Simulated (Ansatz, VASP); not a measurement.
Two plane-wave programs on ZrTiN

```
Zr Ti N
1.0
     3.25959    0.00000    0.00000
     0.00000    3.25952    0.00000
     0.00000    0.00000    4.06201
Zr Ti N
1 1 1
Direct
  0.00000 0.00000 0.00000
  0.50000 0.50000 0.50000
  0.50000 0.50000 0.00000
```

Change from the starting cell: species swapped into the ErCoC type (Pmmm, No. 47).

Alike in both runs: functional PBE; k mesh 6 × 6 × 6; occupations gaussian, width 0.1 eV; collinear spin.

Ansatz relaxed the structure, and its values are those at the end. VASP's run is a single point on that final structure, the one shown.

|  | VASP | Ansatz |
| --- | --- | --- |
| version | VASP 6.6.1 | Ansatz 0.2.0 |
| potentials or method | VASP PAW PBE potentials, release 64 (Zr_sv, Ti_sv, N), cutoff 520 eV | scalar-relativistic, plane waves, PAW |
| valence electrons in the cell | 29 | 29 |

```tsv
	VASP	Ansatz	Ansatz less VASP
gap on the k mesh at the Fermi level (eV)	none	none	-
pressure (GPa)	0.2	0.0	-0.15
net moment per atom (μB)	0.00	0.00	0.000
```

A gap of «none» marks a metal or a gap that the smearing closes. The functional is the same, so the differences come from potentials, cutoffs and numerics. Ansatz's warnings: seeded moment not kept.
